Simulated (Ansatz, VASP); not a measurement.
## SnO: VASP beside Ansatz

```xyz
4
Lattice="3.5911 0.0000 0.0000 0.0000 3.5911 0.0000 0.0000 0.0000 4.0967" Properties=species:S:1:pos:R:3 pbc="T T T"
Sn    0.0000    1.7955    1.0067
Sn    1.7955    0.0000    3.0900
O     0.0000    0.0000    0.0000
O     1.7955    1.7955    0.0000
```

Alike in both runs: task single point; functional LDA; k mesh 10 × 10 × 8; occupations gaussian, width 0.15 eV; no spin polarisation.

|  | VASP | Ansatz |
| --- | --- | --- |
| version | VASP 6.6.1 | Ansatz 0.2.0 |
| potentials or method | VASP PAW LDA potentials, release 64 (Sn_d, O), cutoff 520 eV | scalar-relativistic, plane waves, PAW |
| valence electrons in the cell | 40 | 40 |

VASP gave:

```
gap on the k mesh at the Fermi level (eV) : none
rms of the force components (eV/Å)        : 1.728
```

Task: Estimate Ansatz's values.

Result: gap on the k mesh at the Fermi level (eV): none; rms of the force components (eV/Å): 1.656.

LDA's correlation is that of Perdew and Zunger in VASP and of Perdew and Wang (1992) in Ansatz. Atom by atom the forces differ by 0.072 eV/Å (rms over components). A gap of «none» marks a metal or a gap that the smearing closes.
